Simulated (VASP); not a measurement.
NiGe3: relaxation of cell and atoms with PBEsol

Crystal: NiGe3.

```
CELL_PARAMETERS angstrom
3.82456 0.00000 0.00000
0.00000 3.82456 0.00000
0.00000 0.00000 3.82456
ATOMIC_POSITIONS crystal
Ge 0.00000 0.50000 0.50000
Ge 0.50000 0.00000 0.50000
Ge 0.50000 0.50000 0.00000
Ni 0.00000 0.00000 0.00000
```

| Property | Result |
| --- | --- |
| Program | VASP 6.6.1 |
| Task | relaxation of cell and atoms |
| Functional | PBEsol |
| Potentials or basis | VASP PAW PBE potentials, release 64 (Ge_d, Ni) |
| Cutoff | 600 eV |
| k mesh | 6 × 6 × 6 |
| Occupations | gaussian, width 0.1 eV |
| Spin | no spin polarisation |
| Dipole correction | no |
| Further INCAR settings | ALGO = Normal; EDIFF = 1e-06; IBRION = 2; EDIFFG = -0.05; NSW = 100; ISIF = 3 |

```
Relaxed volume                         : 15.66 Å³/atom
Relaxed cell                           : a = 3.971 Å, b = 3.971 Å, c = 3.971 Å, α = 90.00°, β = 90.00°, γ = 90.00°
Space group after relaxing (to 0.05 Å) : Pm-3m (No. 221)
Energy gained by relaxing              : 65.4 meV/atom
Ionic steps                            : 3
Pressure after relaxing                : 0.0 GPa
Band gap on the k mesh                 : zero (band 26 reaches 8.21 eV, above the bottom of band 27 at 7.13 eV)
```

Step by step:
```tsv
step	energy change (eV)	largest force (eV/Å)	pressure (GPa)	volume (Å³)
1	0.0000	0.0000	13.96	55.94
2	-0.2026	0.0000	-4.91	66.40
3	-0.2616	0.0000	0.05	62.63
```

Final structure:
```
CELL_PARAMETERS angstrom
3.97116 0.00000 0.00000
0.00000 3.97116 0.00000
0.00000 0.00000 3.97116
ATOMIC_POSITIONS crystal
Ge 0.00000 0.50000 0.50000
Ge 0.50000 0.00000 0.50000
Ge 0.50000 0.50000 0.00000
Ni 0.00000 0.00000 0.00000
```

Levels at points of the mesh, in eV from the Fermi level:
```
           k point  band 24  band 25  band 26  band 27  band 28  band 29
(0.00, 0.00, 0.00)    -1.47    -0.72    -0.72     0.28     3.59     3.59
(0.50, 0.00, 0.00)    -0.50    -0.50    -0.03    -0.03     0.55     0.70
(0.50, 0.50, 0.00)    -1.25     0.08     0.28     1.29     1.29     2.11
(0.50, 0.50, 0.50)    -1.20    -1.09    -0.80    -0.80    -0.80     8.54
```

Run time: 42 s on 1 thread of Intel(R) Xeon(R) 6975P-C (Granite Rapids), on a shared host, peak memory 0.2 GiB.

Caveat: the PAW data sets were made with another functional, which shifts forces and pressure a little. Spin polarisation is off, so any magnetic state and its effect on volume and gap are missing.
